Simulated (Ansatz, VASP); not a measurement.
## Ge: VASP beside Ansatz

```
Ge
1.0
     5.93000    0.00000    0.00000
     0.00000    5.93000    0.00000
     0.00000    0.00000    7.11960
Ge
12
Direct
  0.08854 0.08854 0.00000
  0.41146 0.58854 0.75000
  0.91146 0.91146 0.50000
  0.58854 0.41146 0.25000
  0.17038 0.36883 0.25497
  0.13117 0.67038 0.00497
  0.82962 0.63117 0.75497
  0.86883 0.32962 0.50497
  0.67038 0.13117 0.99503
  0.63117 0.82962 0.24503
  0.32962 0.86883 0.49503
  0.36883 0.17038 0.74503
```

Change from the starting cell: z stretched by +2 %, ions relaxed.

Alike in both runs: functional PBE; k mesh 8 × 8 × 7; occupations fermi-dirac, width 0.02 eV; no spin polarisation.

Ansatz relaxed the structure, and its values are those at the end. VASP's run is a single point on that final structure, the one shown.

```csv
,VASP,Ansatz
version,VASP 6.6.1,Ansatz 0.2.0
potentials or method,"VASP PAW PBE potentials, release 64 (Ge_d)","plane-wave PAW, scalar-relativistic"
plane-wave cutoff (eV),500,420
valence electrons in the cell,168,168
```

|  | VASP | Ansatz | Ansatz less VASP |
| --- | --- | --- | --- |
| pressure (GPa) | 1.9 | 2.0 | +0.09 |
| rms of the force components (eV/Å) | 0.005 | 0.006 | +0.0002 |

The functional is the same, so the differences come from potentials, cutoffs and numerics. Ansatz's warnings: stress scf threshold loose.
